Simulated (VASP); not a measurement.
# Ag (Fm-3m) in VASP: notebook

Ag is run at these levels: PBE+D3(BJ); tasks: single point, relaxation of cell and atoms.

Program: VASP 6.6.1. These are calculated values, not measurements. Logs are shortened: lines on timing, memory, paths and dates and some standing lists are left out, and cuts for length are marked.

**1. The cell of the first run**

Symmetry: Fm-3m, No. 225, cubic system. The conventional cell has a = 4.073 Å, b = 4.073 Å, c = 4.073 Å, α = 90.00°, β = 90.00°, γ = 90.00°. Within 3.8 Å of Ag (site symmetry m-3m) lie 12 Ag at 2.88 Å.

**2. Single point, PBE+D3(BJ)**

INCAR reads:

```
SYSTEM = Ag
ALGO = Normal
EDIFF = 1E-6
ENCUT = 520
GGA = PE
ISIF = 2
ISMEAR = 0
IVDW = 12
LASPH = .True.
LCHARG = .False.
LREAL = .False.
LWAVE = .False.
NBANDS = 12
NELM = 60
PREC = Accurate
SIGMA = 0.1
```

KPOINTS reads:

```
k-points
0
Gamma
  18 18 18
  0 0 0
```

POSCAR reads:

```
Ag
1.0
    0.0000000000      2.0365181674      2.0365181674
    2.0365181674      0.0000000000      2.0365181674
    2.0365181674      2.0365181674      0.0000000000
Ag
1
Direct
    0.0000000000      0.0000000000      0.0000000000
```

Potentials or basis: VASP PAW PBE potentials, release 64 (Ag).

On the command line:

```console
> cat potpaw_PBE.64/Ag/POTCAR > POTCAR
> mpirun -np 1 vasp_std > vasp.out
```

OUTCAR:

```text
SYSTEM = Ag
   EDIFF = 1E-6
   ENCUT = 520
   GGA = PE
   ISIF = 2
   ISMEAR = 0
   IVDW = 12
   LASPH = .True.
   LREAL = .False.
   NELM = 60
   PREC = Accurate
 IVDW          = 12

 ion  position               nearest neighbor table
   1  0.000  0.000  0.000-

  LATTYP: Found a face centered cubic cell.
 ALAT       =     4.0730363348

  Lattice vectors:

 A1 = (   0.0000000000,   2.0365181674,   2.0365181674)
 A2 = (   2.0365181674,   0.0000000000,   2.0365181674)
 A3 = (   2.0365181674,   2.0365181674,   0.0000000000)

Analysis of symmetry for initial positions (statically):
=====================================================================
 Subroutine PRICEL returns:
 Original cell was already a primitive cell.

 Routine SETGRP: Setting up the symmetry group for a
 face centered cubic supercell.

 Subroutine GETGRP returns: Found 48 space group operations
 (whereof 48 operations were pure point group operations)
 out of a pool of 48 trial point group operations.

The static configuration has the point symmetry O_h .

Analysis of symmetry for dynamics (positions and initial velocities):
=====================================================================
 Subroutine PRICEL returns:
 Original cell was already a primitive cell.

 Routine SETGRP: Setting up the symmetry group for a
 face centered cubic supercell.

 Subroutine GETGRP returns: Found 48 space group operations
 (whereof 48 operations were pure point group operations)
 out of a pool of 48 trial point group operations.

The dynamic configuration has the point symmetry O_h .

 Subroutine INISYM returns: Found 48 space group operations
 (whereof 48 operations are pure point group operations),
 and found     1 'primitive' translations

----------------------------------------------------------------------------------------

                                     Primitive cell

  volume of cell :      16.8925

  direct lattice vectors                    reciprocal lattice vectors
     0.000000000  2.036518167  2.036518167    -0.245517083  0.245517083  0.245517083
     2.036518167  0.000000000  2.036518167     0.245517083 -0.245517083  0.245517083
     2.036518167  2.036518167  0.000000000     0.245517083  0.245517083 -0.245517083

  length of vectors
     2.880071612  2.880071612  2.880071612     0.425248062  0.425248062  0.425248062

  position of ions in fractional coordinates (direct lattice)
     0.000000000  0.000000000  0.000000000

  ion indices of the primitive-cell ions
   primitive index   ion index
                 1           1

----------------------------------------------------------------------------------------

 KPOINTS: k-points

Automatic generation of k-mesh.
 Grid dimensions read from file:
 generate k-points for:   18   18   18

 Generating k-lattice:

  Cartesian coordinates                     Fractional coordinates (reciprocal lattice)
    -0.013639838  0.013639838  0.013639838     0.055555556  0.000000000  0.000000000
     0.013639838 -0.013639838  0.013639838     0.000000000  0.055555556  0.000000000
     0.013639838  0.013639838 -0.013639838     0.000000000  0.000000000  0.055555556

  Length of vectors
     0.023624892  0.023624892  0.023624892

  Shift w.r.t. Gamma in fractional coordinates (k-lattice)
     0.000000000  0.000000000  0.000000000

 Subroutine IBZKPT returns following result:
 ===========================================

 Found    195 irreducible k-points:

 Following reciprocal coordinates:
            Coordinates               Weight
  0.000000  0.000000  0.000000      1.000000
  0.055556  0.000000  0.000000      8.000000
  0.111111  0.000000  0.000000      8.000000
  0.166667  0.000000  0.000000      8.000000
  0.222222  0.000000  0.000000      8.000000
  0.277778  0.000000  0.000000      8.000000
[... 16 lines left out ...]
 -0.277778  0.055556  0.000000     24.000000
 -0.222222  0.055556  0.000000     24.000000
 [... further k-points ...]
   k-points           NKPTS =    195   k-points in BZ     NKDIM =    195   number of bands    NBANDS=     12
   number of dos      NEDOS =    301   number of ions     NIONS =      1
   total plane-waves  NPLWV =  13824
   dimension x,y,z NGX =    24 NGY =   24 NGZ =   24
   dimension x,y,z NGXF=    48 NGYF=   48 NGZF=   48
   ions per type =               1
   NGX,Y,Z   is equivalent  to a cutoff of  13.85, 13.85, 13.85 a.u.
   NGXF,Y,Z  is equivalent  to a cutoff of  27.71, 27.71, 27.71 a.u.
 SYSTEM =  Ag
   PREC   = accura    normal or accurate (medium, high low for compatibility)
   ISTART =      0    job   : 0-new  1-cont  2-samecut
   ICHARG =      2    charge: 1-file 2-atom 10-const
   ISPIN  =      1    spin polarized calculation?
   LNONCOLLINEAR =      F non collinear calculations
   LSORBIT =      F    spin-orbit coupling
   LASPH  =      T    aspherical Exc in radial PAW
   ENCUT  =  520.0 eV  38.22 Ry    6.18 a.u.   5.36  5.36  5.36*2*pi/ulx,y,z
   NELM   =     60;   NELMIN=  2; NELMDL= -5     # of ELM steps
   EDIFF  = 0.1E-05   stopping-criterion for ELM
   LREAL  =      F    real-space projection
   EDIFFG = 0.1E-04   stopping-criterion for IOM
   NSW    =      0    number of steps for IOM
   IBRION =     -1    ionic relax: 0-MD 1-quasi-New 2-CG
   NFREE  =      0    steps in history (QN), initial steepest desc. (CG)
   ISIF   =      2    stress and relaxation
   ISYM   =      2    0-nonsym 1-usesym 2-fastsym
   POTIM  = 0.5000    time-step for ionic-motion
   TEBEG  =    0.0;   TEEND  =   0.0 temperature during run
   PSTRESS=    0.0 pullay stress
   NELECT =      11.0000    total number of electrons
   NUPDOWN=      -1.0000    fix difference up-down
   EMIN   =  10.00;   EMAX   =-10.00  energy-range for DOS
   EFERMI =   0.00;   METHOD = LEGACY
   ISMEAR =     0;   SIGMA  =   0.10  broadening in eV -4-tet -1-fermi 0-gaus
   EFERMI_NEDOS =   21; number of points for ismear=-14 and -15
   IALGO  =     38    algorithm
   IMIX   =      4    mixing-type and parameters
     AMIX     =   0.40;   BMIX     =  1.00
     AMIX_MAG =   1.60;   BMIX_MAG =  1.00
  volume/ion in A,a.u.               =      16.89       114.00
  Fermi-wavevector in a.u.,A,eV,Ry     =   1.418973  2.681470 27.395115  2.013484
  Thomas-Fermi vector in A             =   2.540042
   LORBIT       =      0    0 simple, 1 ext, 2 COOP (PROOUT), +10 PAW based schemes
   GGA     = PE    functional components
   LHFCALC =     F    Hartree Fock is set to
   AEXX    =    0.0000 exact exchange contribution
   IVDW    =    12    specifies the selected vdW correction
   LEPSILON=     F    determine dielectric tensor
   LRPA    =     F    only Hartree local field effects (RPA)
 non-spin polarized calculation
 Gauss-broadening in eV      SIGMA  =   0.10
  energy-cutoff  :      520.00
  volume of cell :       16.89
 maximum number of plane-waves:       469
 NGX is ok and might be reduce to    24
   NGX = 11   NGY = 11   NGZ = 11

 number of electron      10.9999999 magnetization

 Free energy of the ion-electron system (eV)
  ---------------------------------------------------
  ext. energy  EPLUGINS =         0.00000000
  ---------------------------------------------------
  free energy    TOTEN  =        -2.70505649 eV

  energy without entropy =       -2.70408240  energy(sigma->0) =       -2.70456945

 E-fermi :   8.5317     XC(G=0): -12.2654

 val. band max:        8.4935906250   @ k =   0.5000   0.1667   0.0556
 cond. band min:       8.6711107559   @ k =   0.5000   0.3333   0.1111
 fundamental gap:      0.1775201309
 Fermi energy:         8.5316988708

 k-point     1 :       0.0000    0.0000    0.0000
  band No.  band energies     occupation
      1       0.7237      2.00000
      2       3.7203      2.00000
      3       3.7203      2.00000
      4       3.7203      2.00000
      5       4.7716      2.00000
      6       4.7716      2.00000
      7      24.6048      0.00000
      8      28.2385      0.00000
      9      28.2385      0.00000
     10      28.2385      0.00000
     11      33.0674      0.00000
     12      34.2712      0.00000

 k-point     2 :       0.0556    0.0000    0.0000
  band No.  band energies     occupation
      1       0.8212      2.00000
      2       3.6973      2.00000
      3       3.7477      2.00000
      4       3.7477      2.00000
      5       4.7609      2.00000
      6       4.7609      2.00000
      7      24.6301      0.00000
      8      27.3973      0.00000
      9      28.2824      0.00000
     10      28.2824      0.00000
     11      33.2072      0.00000
     12      34.1485      0.00000

 k-point     3 :       0.1111    0.0000    0.0000
  band No.  band energies     occupation
      1       1.1030      2.00000
      2       3.6435      2.00000
      3       3.8190      2.00000
      4       3.8190      2.00000
      5       4.7397      2.00000
      6       4.7397      2.00000
      7      24.4086      0.00000
      8      25.9756      0.00000
      9      28.3906      0.00000
     10      28.3906      0.00000
     11      32.3641      0.00000
     12      33.7293      0.00000
[... 286 lines left out ...]
 k-point    23 :      -0.2778    0.0556    0.0000
  band No.  band energies     occupation
      1       2.2943      2.00000
      2       3.8533      2.00000
      3       3.9162      2.00000
      4       4.3489      2.00000
      5       4.9168      2.00000
      6       5.4240      2.00000
      7      18.0484      0.00000
      8      24.5367      0.00000
      9      26.7530      0.00000
     10      29.2101      0.00000
     11      30.9301      0.00000
     12      31.1570      0.00000

 k-point    24 :      -0.2222    0.0556    0.0000
  band No.  band energies     occupation
      1       2.1458      2.00000
      2       3.7279      2.00000
      3       3.9684      2.00000
      4       3.9872      2.00000
      5       4.7225      2.00000
      6       5.0948      2.00000
      7      20.1990      0.00000
      8      24.8515      0.00000
      9      27.2958      0.00000
     10      29.8958      0.00000
     11      30.4176      0.00000
     12      31.4346      0.00000

 [... further k-points ...]

------------------------ aborting loop because EDIFF is reached ----------------------------------------

 Edisp (eV)   -0.59460

 E8    (eV) :    -0.2599

  FORCE on cell =-STRESS in cart. coord.  units (eV):
  Direction    XX          YY          ZZ          XY          YZ          ZX
  --------------------------------------------------------------------------------------
  -------------------------------------------------------------------------------------
  Total      -0.01808    -0.01808    -0.01808    -0.00000     0.00000    -0.00000
  in kB      -1.71471    -1.71471    -1.71471    -0.00000     0.00000    -0.00000
  external pressure =       -1.71 kB  Pullay stress =        0.00 kB

 VOLUME and BASIS-vectors are now :
 -----------------------------------------------------------------------------
  energy-cutoff  :      520.00
  volume of cell :       16.89
      direct lattice vectors                 reciprocal lattice vectors
     0.000000000  2.036518167  2.036518167    -0.245517083  0.245517083  0.245517083
     2.036518167  0.000000000  2.036518167     0.245517083 -0.245517083  0.245517083
     2.036518167  2.036518167  0.000000000     0.245517083  0.245517083 -0.245517083

 POSITION                                       TOTAL-FORCE (eV/Angst)
 -----------------------------------------------------------------------------------
      0.00000      0.00000      0.00000         0.000000     -0.000000      0.000000
 -----------------------------------------------------------------------------------
    total drift:                                0.000000      0.000000     -0.000000

  FREE ENERGIE OF THE ION-ELECTRON SYSTEM (eV)
  ---------------------------------------------------
  free  energy   TOTEN  =        -3.2996530458 eV

  energy  without entropy=       -3.2986789577  energy(sigma->0) =       -3.29916600
```

It took 14 s on 1 thread of Intel Xeon Platinum 8559C (Emerald Rapids), shared host; peak memory 0.17 GiB.

What came out:

| Item | Value |
| --- | --- |
| Free energy | -3.2997 eV |
| Pressure | -0.2 GPa |
| Dispersion energy per atom | -0.595 eV |

Caveat: pairwise dispersion overbinds metals, which lowers pressure and volume.

(Continued in part 2 of 2.)
